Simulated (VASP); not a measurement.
# Zr2N (P4_2/mnm) in VASP: notebook

The runs below take Zr2N through single point, with PBEsol.

Program: VASP 6.6.1. These are calculated values, not measurements. Logs are shortened: lines on timing, memory, paths and dates and some standing lists are left out, and cuts for length are marked.

## (1) The cell of the first run

It takes space group P4_2/mnm (No. 136, tetragonal). Conventional cell: a = 5.370 Å, b = 5.370 Å, c = 3.273 Å, α = 90.00°, β = 90.00°, γ = 90.00°. Within 3.3 Å of Zr (site symmetry m2m) lie 3 N at 2.25 Å and 11 Zr at 3.09 to 3.27 Å. Within 3.0 Å of N (site symmetry mmm) lie 6 Zr at 2.25 Å.

## (2) Single point, PBEsol

INCAR reads:

```
SYSTEM = Zr2N
ALGO = Normal ; EDIFF = 1E-6
ENCUT = 520 ; GGA = PS
ISIF = 2 ; ISMEAR = 0
LASPH = .True. ; LCHARG = .False.
LREAL = .False. ; LWAVE = .False.
NBANDS = 38 ; NELM = 80
PREC = Accurate ; SIGMA = 0.1
```

KPOINTS reads:

```
k-points
0
Gamma
  8 8 12
  0 0 0
```

POSCAR reads:

```
Zr2N
1.0
    5.3700487857      0.0000000000      0.0000000000
    0.0000000000      5.3700487857      0.0000000000
    0.0000000000      0.0000000000      3.2726229792
Zr N
4 2
Direct
    0.2962523363      0.2962523363      0.0000000000
    0.7037476637      0.7037476637      0.0000000000
    0.7962523363      0.2037476637      0.5000000000
    0.2037476637      0.7962523363      0.5000000000
    0.0000000000      0.0000000000      0.0000000000
    0.5000000000      0.5000000000      0.5000000000
```

Potentials or basis: VASP PAW PBE potentials, release 64 (Zr_sv, N).

The run is started by

```sh
$ cat potpaw_PBE.64/Zr_sv/POTCAR potpaw_PBE.64/N/POTCAR > POTCAR
$ mpirun -np 1 vasp_std > vasp.out
```

OUTCAR:

```text
SYSTEM = Zr2N
   EDIFF = 1E-6
   ENCUT = 520
   GGA = PS
   ISIF = 2
   ISMEAR = 0
   LASPH = .True.
   LREAL = .False.
   NELM = 80
   PREC = Accurate

 ion  position               nearest neighbor table
   1  0.296  0.296  0.000-   5 2.25   6 2.25   6 2.25   2 3.09   4 3.18   3 3.18   4 3.18   3 3.18
                             4 3.18   4 3.18   3 3.18   3 3.18   2 3.86   2 3.86
   2  0.704  0.704  0.000-   5 2.25   6 2.25   6 2.25   1 3.09   4 3.18   3 3.18   4 3.18   3 3.18
                             3 3.18   3 3.18   4 3.18   4 3.18   1 3.86   1 3.86
   3  0.796  0.204  0.500-   6 2.25   5 2.25   5 2.25   4 3.09   1 3.18   1 3.18   2 3.18   2 3.18
                             2 3.18   2 3.18   1 3.18   1 3.18   4 3.86   4 3.86
   4  0.204  0.796  0.500-   6 2.25   5 2.25   5 2.25   3 3.09   1 3.18   1 3.18   2 3.18   2 3.18
                             1 3.18   1 3.18   2 3.18   2 3.18   3 3.86   3 3.86
   5  0.000  0.000  0.000-   1 2.25   2 2.25   3 2.25   4 2.25   3 2.25   4 2.25
   6  0.500  0.500  0.500-   3 2.25   4 2.25   1 2.25   2 2.25   1 2.25   2 2.25

  LATTYP: Found a simple tetragonal cell.
 ALAT       =     5.3700487857
 C/A-ratio  =     0.6094214615

  Lattice vectors:

 A1 = (   5.3700487857,   0.0000000000,   0.0000000000)
 A2 = (   0.0000000000,   5.3700487857,   0.0000000000)
 A3 = (   0.0000000000,   0.0000000000,   3.2726229792)

Analysis of symmetry for initial positions (statically):
=====================================================================
 Subroutine PRICEL returns:
 Original cell was already a primitive cell.

 Routine SETGRP: Setting up the symmetry group for a
 simple tetragonal supercell.

 Subroutine GETGRP returns: Found 16 space group operations
 (whereof  8 operations were pure point group operations)
 out of a pool of 16 trial point group operations.

The static configuration has the point symmetry D_2h.
 The point group associated with its full space group is D_4h.

Analysis of symmetry for dynamics (positions and initial velocities):
=====================================================================
 Subroutine PRICEL returns:
 Original cell was already a primitive cell.

 Routine SETGRP: Setting up the symmetry group for a
 simple tetragonal supercell.

 Subroutine GETGRP returns: Found 16 space group operations
 (whereof  8 operations were pure point group operations)
 out of a pool of 16 trial point group operations.

The dynamic configuration has the point symmetry D_2h.
 The point group associated with its full space group is D_4h.

 Subroutine INISYM returns: Found 16 space group operations
 (whereof  8 operations are pure point group operations),
 and found     1 'primitive' translations

----------------------------------------------------------------------------------------

                                     Primitive cell

  volume of cell :      94.3740

  direct lattice vectors                    reciprocal lattice vectors
     5.370048786  0.000000000  0.000000000     0.186218048  0.000000000  0.000000000
     0.000000000  5.370048786  0.000000000     0.000000000  0.186218048  0.000000000
     0.000000000  0.000000000  3.272622979     0.000000000  0.000000000  0.305565293

  length of vectors
     5.370048786  5.370048786  3.272622979     0.186218048  0.186218048  0.305565293

  position of ions in fractional coordinates (direct lattice)
     0.296252336  0.296252336  0.000000000
     0.703747664  0.703747664  0.000000000
     0.796252336  0.203747664  0.500000000
     0.203747664  0.796252336  0.500000000
     0.000000000  0.000000000  0.000000000
     0.500000000  0.500000000  0.500000000

  ion indices of the primitive-cell ions
   primitive index   ion index
                 1           1
                 2           2
                 3           3
                 4           4
                 5           5
                 6           6

----------------------------------------------------------------------------------------

 KPOINTS: k-points

Automatic generation of k-mesh.
 Grid dimensions read from file:
 generate k-points for:    8    8   12

 Generating k-lattice:

  Cartesian coordinates                     Fractional coordinates (reciprocal lattice)
     0.023277256  0.000000000  0.000000000     0.125000000  0.000000000  0.000000000
     0.000000000  0.023277256  0.000000000     0.000000000  0.125000000  0.000000000
     0.000000000  0.000000000  0.025463774     0.000000000  0.000000000  0.083333333

  Length of vectors
     0.023277256  0.023277256  0.025463774

  Shift w.r.t. Gamma in fractional coordinates (k-lattice)
     0.000000000  0.000000000  0.000000000

 Subroutine IBZKPT returns following result:
 ===========================================

 Found    105 irreducible k-points:

 Following reciprocal coordinates:
            Coordinates               Weight
  0.000000  0.000000  0.000000      1.000000
  0.125000  0.000000  0.000000      4.000000
  0.250000  0.000000  0.000000      4.000000
  0.375000  0.000000  0.000000      4.000000
  0.500000  0.000000  0.000000      2.000000
  0.125000  0.125000  0.000000      4.000000
[... 16 lines left out ...]
  0.375000  0.125000  0.083333     16.000000
  0.500000  0.125000  0.083333      8.000000
 [... further k-points ...]
   k-points           NKPTS =    105   k-points in BZ     NKDIM =    105   number of bands    NBANDS=     38
   number of dos      NEDOS =    301   number of ions     NIONS =      6
   total plane-waves  NPLWV =  38400
   dimension x,y,z NGX =    40 NGY =   40 NGZ =   24
   dimension x,y,z NGXF=    80 NGYF=   80 NGZF=   48
   ions per type =               4   2
   NGX,Y,Z   is equivalent  to a cutoff of  12.38, 12.38, 12.19 a.u.
   NGXF,Y,Z  is equivalent  to a cutoff of  24.77, 24.77, 24.38 a.u.
 SYSTEM =  Zr2N
   PREC   = accura    normal or accurate (medium, high low for compatibility)
   ISTART =      0    job   : 0-new  1-cont  2-samecut
   ICHARG =      2    charge: 1-file 2-atom 10-const
   ISPIN  =      1    spin polarized calculation?
   LNONCOLLINEAR =      F non collinear calculations
   LSORBIT =      F    spin-orbit coupling
   LASPH  =      T    aspherical Exc in radial PAW
   ENCUT  =  520.0 eV  38.22 Ry    6.18 a.u.   9.98  9.98  6.08*2*pi/ulx,y,z
   NELM   =     80;   NELMIN=  2; NELMDL= -5     # of ELM steps
   EDIFF  = 0.1E-05   stopping-criterion for ELM
   LREAL  =      F    real-space projection
   EDIFFG = 0.1E-04   stopping-criterion for IOM
   NSW    =      0    number of steps for IOM
   IBRION =     -1    ionic relax: 0-MD 1-quasi-New 2-CG
   NFREE  =      0    steps in history (QN), initial steepest desc. (CG)
   ISIF   =      2    stress and relaxation
   ISYM   =      2    0-nonsym 1-usesym 2-fastsym
   POTIM  = 0.5000    time-step for ionic-motion
   TEBEG  =    0.0;   TEEND  =   0.0 temperature during run
   PSTRESS=    0.0 pullay stress
   NELECT =      58.0000    total number of electrons
   NUPDOWN=      -1.0000    fix difference up-down
   EMIN   =  10.00;   EMAX   =-10.00  energy-range for DOS
   EFERMI =   0.00;   METHOD = LEGACY
   ISMEAR =     0;   SIGMA  =   0.10  broadening in eV -4-tet -1-fermi 0-gaus
   EFERMI_NEDOS =   21; number of points for ismear=-14 and -15
   IALGO  =     38    algorithm
   IMIX   =      4    mixing-type and parameters
     AMIX     =   0.40;   BMIX     =  1.00
     AMIX_MAG =   1.60;   BMIX_MAG =  1.00
  volume/ion in A,a.u.               =      15.73       106.14
  Fermi-wavevector in a.u.,A,eV,Ry     =   1.391874  2.630261 26.358758  1.937314
  Thomas-Fermi vector in A             =   2.515671
   LORBIT       =      0    0 simple, 1 ext, 2 COOP (PROOUT), +10 PAW based schemes
   GGA     = PS    functional components
   LHFCALC =     F    Hartree Fock is set to
   AEXX    =    0.0000 exact exchange contribution
   IVDW    =     0    specifies the selected vdW correction
   LEPSILON=     F    determine dielectric tensor
   LRPA    =     F    only Hartree local field effects (RPA)
 non-spin polarized calculation
 Gauss-broadening in eV      SIGMA  =   0.10
  energy-cutoff  :      520.00
  volume of cell :       94.37
 maximum number of plane-waves:      2568
 NGX is ok and might be reduce to    40
   NGX = 19   NGY = 19   NGZ = 13

 number of electron      57.9999998 magnetization

 Free energy of the ion-electron system (eV)
  ---------------------------------------------------
  ext. energy  EPLUGINS =         0.00000000
  ---------------------------------------------------
  free energy    TOTEN  =       -61.81628207 eV

  energy without entropy =      -61.80072783  energy(sigma->0) =      -61.80850495

 E-fermi :   9.8600     XC(G=0): -11.9609

 val. band max:        9.8570477945   @ k =   0.3750   0.0000   0.2500
 cond. band min:       9.8763019868   @ k =   0.1250   0.0000   0.0833
 fundamental gap:      0.0192541923
 Fermi energy:         9.8600237104

 k-point     1 :       0.0000    0.0000    0.0000
  band No.  band energies     occupation
      1     -38.6663      2.00000
      2     -38.5095      2.00000
      3     -38.5095      2.00000
      4     -38.4447      2.00000
      5     -17.6920      2.00000
      6     -17.0442      2.00000
[... 30 lines left out ...]
     37      12.8129      0.00000
     38      12.8606      0.00000

 k-point     2 :       0.1250    0.0000    0.0000
  band No.  band energies     occupation
      1     -38.6609      2.00000
      2     -38.5165      2.00000
      3     -38.5066      2.00000
      4     -38.4463      2.00000
      5     -17.6633      2.00000
      6     -17.0357      2.00000
[... 30 lines left out ...]
     37      12.8219      0.00000
     38      13.1559      0.00000

 k-point     3 :       0.2500    0.0000    0.0000
  band No.  band energies     occupation
      1     -38.6452      2.00000
      2     -38.5355      2.00000
      3     -38.4986      2.00000
      4     -38.4515      2.00000
      5     -17.5829      2.00000
      6     -17.0774      2.00000
[... 30 lines left out ...]
     37      12.7593      0.00000
     38      13.5496      0.00000

 k-point     4 :       0.3750    0.0000    0.0000
  band No.  band energies     occupation
      1     -38.6213      2.00000
      2     -38.5623      2.00000
      3     -38.4868      2.00000
      4     -38.4609      2.00000
      5     -17.4659      2.00000
      6     -17.1975      2.00000
[... 30 lines left out ...]
     37      13.1041      0.00000
     38      13.5656      0.00000
[... 703 lines left out ...]
      4     -38.4542      2.00000
      5     -17.5374      2.00000
      6     -17.0572      2.00000
[... 30 lines left out ...]
     37      13.0603      0.00000
     38      13.9210      0.00000

 k-point    23 :       0.3750    0.1250    0.0833
  band No.  band energies     occupation
      1     -38.6115      2.00000
      2     -38.5555      2.00000
      3     -38.4897      2.00000
      4     -38.4638      2.00000
      5     -17.4247      2.00000
      6     -17.1680      2.00000
[... 30 lines left out ...]
     37      13.2937      0.00000
     38      13.8321      0.00000

 k-point    24 :       0.5000    0.1250    0.0833
  band No.  band energies     occupation
      1     -38.5840      2.00000
      2     -38.5840      2.00000
      3     -38.4764      2.00000
      4     -38.4764      2.00000
      5     -17.2957      2.00000
      6     -17.2957      2.00000
[... 30 lines left out ...]
     37      13.3444      0.00000
     38      13.3444      0.00000

 [... further k-points ...]

------------------------ aborting loop because EDIFF is reached ----------------------------------------

  FORCE on cell =-STRESS in cart. coord.  units (eV):
  Direction    XX          YY          ZZ          XY          YZ          ZX
  --------------------------------------------------------------------------------------
  -------------------------------------------------------------------------------------
  Total        0.0811574      0.0811574      0.2021004      0.0000000      0.0000000      0.0000000
  in kB        1.3778002      1.3778002      3.4310355      0.0000000      0.0000000      0.0000000
  external PRESSURE =       2.0622120 kB  Pullay stress =       0.0000000 kB

 VOLUME and BASIS-vectors are now :
 -----------------------------------------------------------------------------
  energy-cutoff  :      520.00
  volume of cell :       94.37
      direct lattice vectors                 reciprocal lattice vectors
     5.370048786  0.000000000  0.000000000     0.186218048  0.000000000  0.000000000
     0.000000000  5.370048786  0.000000000     0.000000000  0.186218048  0.000000000
     0.000000000  0.000000000  3.272622979     0.000000000  0.000000000  0.305565293

 POSITION                                       TOTAL-FORCE (eV/Angst)
 -----------------------------------------------------------------------------------
      1.59089      1.59089      0.00000        -0.006515     -0.006515     -0.000000
      3.77916      3.77916      0.00000         0.006515      0.006515      0.000000
      4.27591      1.09413      1.63631        -0.006515      0.006515      0.000000
      1.09413      4.27591      1.63631         0.006515     -0.006515     -0.000000
      0.00000      0.00000      0.00000        -0.000000      0.000000      0.000000
      2.68502      2.68502      1.63631        -0.000000      0.000000      0.000000
 -----------------------------------------------------------------------------------
    total drift:                               -0.000000      0.000000      0.000000

  FREE ENERGIE OF THE ION-ELECTRON SYSTEM (eV)
  ---------------------------------------------------
  free  energy   TOTEN  =       -61.8162820728 eV

  energy  without entropy=      -61.8007278344  energy(sigma->0) =      -61.80850495
```

Wall time 7.6 min (1 thread of Intel Xeon 8259CL, shared host); peak memory 0.39 GiB.

Results:

```yaml
Free_energy: -61.8163 eV
Pressure: 0.2 GPa
Largest_force: 0.009 eV/Å
Band_gap_on_the_k_mesh: zero (bands 29 and 30 overlap by 2.59 eV)
```

Forces in eV/Å, atoms in the order of the input:
```
Zr  -0.007 -0.007  0.000
Zr   0.007  0.007  0.000
Zr  -0.007  0.007  0.000
Zr   0.007 -0.007  0.000
N    0.000  0.000  0.000
N    0.000  0.000  0.000
```

Caveat: the PAW data sets were made with another functional, which shifts forces and pressure a little.

## (3) Single point, PBEsol

INCAR reads:

```
SYSTEM = Zr2N
ALGO = Normal
EDIFF = 1E-6
ENCUT = 520
GGA = PS
ISIF = 2
ISMEAR = 0
LASPH = .TRUE.
LCHARG = .FALSE.
LREAL = .FALSE.
LWAVE = .FALSE.
NBANDS = 38
NELM = 80
PREC = Accurate
SIGMA = 0.1
```

KPOINTS reads:

```
k-points
0
G
  8 8 10
  0 0 0
```

POSCAR is that of step 2.

Potentials or basis: VASP PAW PBE potentials, release 64 (Zr_sv, N).

The run is started by

```sh
$ cat potpaw_PBE.64/Zr_sv/POTCAR potpaw_PBE.64/N/POTCAR > POTCAR
$ mpirun -np 1 vasp_std > vasp.out
```

OUTCAR:

```text
SYSTEM = Zr2N
   EDIFF = 1E-6
   ENCUT = 520
   GGA = PS
   ISIF = 2
   ISMEAR = 0
   LASPH = .TRUE.
   LREAL = .FALSE.
   NELM = 80
   PREC = Accurate

 ion  position               nearest neighbor table
   1  0.296  0.296  0.000-   5 2.25   6 2.25   6 2.25   2 3.09   4 3.18   3 3.18   4 3.18   3 3.18
                             4 3.18   4 3.18   3 3.18   3 3.18   2 3.86   2 3.86
   2  0.704  0.704  0.000-   5 2.25   6 2.25   6 2.25   1 3.09   4 3.18   3 3.18   4 3.18   3 3.18
                             3 3.18   3 3.18   4 3.18   4 3.18   1 3.86   1 3.86
   3  0.796  0.204  0.500-   6 2.25   5 2.25   5 2.25   4 3.09   1 3.18   1 3.18   2 3.18   2 3.18
                             2 3.18   2 3.18   1 3.18   1 3.18   4 3.86   4 3.86
[... 1199 lines left out ...]
  Total        0.1145299      0.1145299      0.1252868      0.0000000      0.0000000      0.0000000
  in kB        1.9443607      1.9443607      2.1269805      0.0000000      0.0000000      0.0000000
  external PRESSURE =       2.0052340 kB  Pullay stress =       0.0000000 kB

 VOLUME and BASIS-vectors are now :
 -----------------------------------------------------------------------------
  energy-cutoff  :      520.00
  volume of cell :       94.37
      direct lattice vectors                 reciprocal lattice vectors
     5.370048786  0.000000000  0.000000000     0.186218048  0.000000000  0.000000000
     0.000000000  5.370048786  0.000000000     0.000000000  0.186218048  0.000000000
     0.000000000  0.000000000  3.272622979     0.000000000  0.000000000  0.305565293

 POSITION                                       TOTAL-FORCE (eV/Angst)
 -----------------------------------------------------------------------------------
      1.59089      1.59089      0.00000        -0.004443     -0.004443      0.000000
      3.77916      3.77916      0.00000         0.004443      0.004443      0.000000
      4.27591      1.09413      1.63631        -0.004443      0.004443      0.000000
      1.09413      4.27591      1.63631         0.004443     -0.004443      0.000000
      0.00000      0.00000      0.00000         0.000000     -0.000000      0.000000
      2.68502      2.68502      1.63631         0.000000     -0.000000      0.000000
 -----------------------------------------------------------------------------------
    total drift:                               -0.000000      0.000000      0.000000

  FREE ENERGIE OF THE ION-ELECTRON SYSTEM (eV)
  ---------------------------------------------------
  free  energy   TOTEN  =       -61.8178419313 eV

  energy  without entropy=      -61.8047307326  energy(sigma->0) =      -61.81128633
```

stdout:

```text
POSCAR found type information on POSCAR ZrN
 POSCAR found :  2 types and       6 ions
 scaLAPACK will be used
 -----------------------------------------------------------------------------
|                                                                             |
|                                                                             |
|     You enforced a specific xc type in the INCAR file but a different       |
|     I HOPE YOU KNOW WHAT YOU ARE DOING!                                     |
|                                                                             |
 -----------------------------------------------------------------------------

 LDA part: xc-table for (Slater+PW92), standard interpolation
 POSCAR, INCAR and KPOINTS ok, starting setup
 FFT: planning ... GRIDC
 FFT: planning ... GRID_SOFT
 FFT: planning ... GRID
 WAVECAR not read
 entering main loop
```

It took 6.4 min on 1 thread of Intel Xeon 8259CL, shared host; peak memory 0.36 GiB.

What came out:

```
Free energy            : -61.8178 eV
Pressure               : 0.2 GPa
Largest force          : 0.006 eV/Å
Band gap on the k mesh : zero (bands 29 and 30 overlap by 2.59 eV)
```

Forces in eV/Å, atoms in the order of the input:
```
Zr  -0.004 -0.004  0.000
Zr   0.004  0.004  0.000
Zr  -0.004  0.004  0.000
Zr   0.004 -0.004  0.000
N    0.000  0.000  0.000
N    0.000  0.000  0.000
```

Caveat: the PAW data sets were made with another functional, which shifts forces and pressure a little.
